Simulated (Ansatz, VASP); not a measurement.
# Re in VASP and in Ansatz

```xyz
2
Lattice="2.7608 0.0000 0.0000 -1.3804 2.3909 0.0000 0.0000 0.0000 4.4582" Properties=species:S:1:pos:R:3 pbc="T T T"
Re    0.0000    1.5939    1.1145
Re    1.3804    0.7970    3.3436
```

Alike in both runs: task relaxation of cell and atoms; functional PBE; k mesh 18 × 18 × 10; occupations gaussian, width 0.1 eV; no spin polarisation.

|  | VASP | Ansatz |
| --- | --- | --- |
| version | VASP 6.6.1 | Ansatz 0.2.0 |
| potentials or method | VASP PAW PBE potentials, release 64 (Re), cutoff 600 eV | scalar-relativistic, plane waves, PAW |
| valence electrons in the cell | 14 | 30 |

```csv
,VASP,Ansatz,Ansatz less VASP
"gap on the k mesh at the Fermi level, each at its own relaxed structure (eV)",none,none,-
relaxed volume (Å³/atom),14.93,14.95,+0.017
relaxed length of the cell vector where the two differ most in proportion (Å),4.481,4.484,+0.0027
```

A gap of «none» marks a metal or a gap that the smearing closes. VASP's potentials hold 14 valence electrons a cell and Ansatz's 30, so a difference there can come from the potentials and not from the codes.

Neither program's run includes spin-orbit coupling.
